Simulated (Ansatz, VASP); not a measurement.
## NbN: VASP beside Ansatz

```
CELL_PARAMETERS angstrom
0.00000 2.19244 2.19244
2.19244 0.00000 2.19244
2.19244 2.19244 0.00000
ATOMIC_POSITIONS crystal
Nb 0.50000 0.50000 0.50000
N 0.00000 0.00000 0.00000
```

Alike in both runs: functional PBE; dispersion D3(BJ); k mesh 16 × 16 × 16; occupations gaussian, width 0.1 eV; no spin polarisation.

Ansatz relaxed the structure, and its values are those at the end. VASP's run is a single point on that final structure, the one shown.

|  | VASP | Ansatz |
| --- | --- | --- |
| version | VASP 6.6.1 | Ansatz 0.2.0 |
| potentials or method | VASP PAW PBE potentials, release 64 (Nb_sv, N), cutoff 520 eV | scalar-relativistic, plane waves, PAW |
| valence electrons in the cell | 18 | 18 |

VASP gave:

- gap on the k mesh at the Fermi level (eV): none
- pressure (GPa): -0.6

Q: Estimate Ansatz's values.

A: gap on the k mesh at the Fermi level (eV): none; pressure (GPa): 0.0.

A gap of «none» marks a metal or a gap that the smearing closes.
